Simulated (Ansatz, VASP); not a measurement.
**One calculation of Cl, two programs**

```
CELL_PARAMETERS angstrom
2.86689 0.00000 0.00000
0.00000 2.86689 0.00000
0.00000 0.00000 2.86689
ATOMIC_POSITIONS crystal
Cl 0.00000 0.00000 0.00000
```

Alike in both runs: functional PBE; k mesh 15 × 15 × 15; occupations fermi-dirac, width 0.1 eV; no spin polarisation.

Ansatz relaxed the structure, and its values are those at the end. VASP's run is a single point on that final structure, the one shown.

|  | VASP | Ansatz |
| --- | --- | --- |
| version | VASP 6.6.1 | Ansatz 0.2.0 |
| potentials or method | VASP PAW PBE potentials, release 64 (Cl) | PAW with Ansatz's default frozen-core files, scalar-relativistic |
| plane-wave cutoff (eV) | 520 | 420 |
| valence electrons in the cell | 7 | 7 |

Ansatz gave:

| Item | Value |
| --- | --- |
| pressure (GPa) | 0.0 |

Question: What did VASP give for the same quantities?

Answer: Pressure (GPa): -0.1.
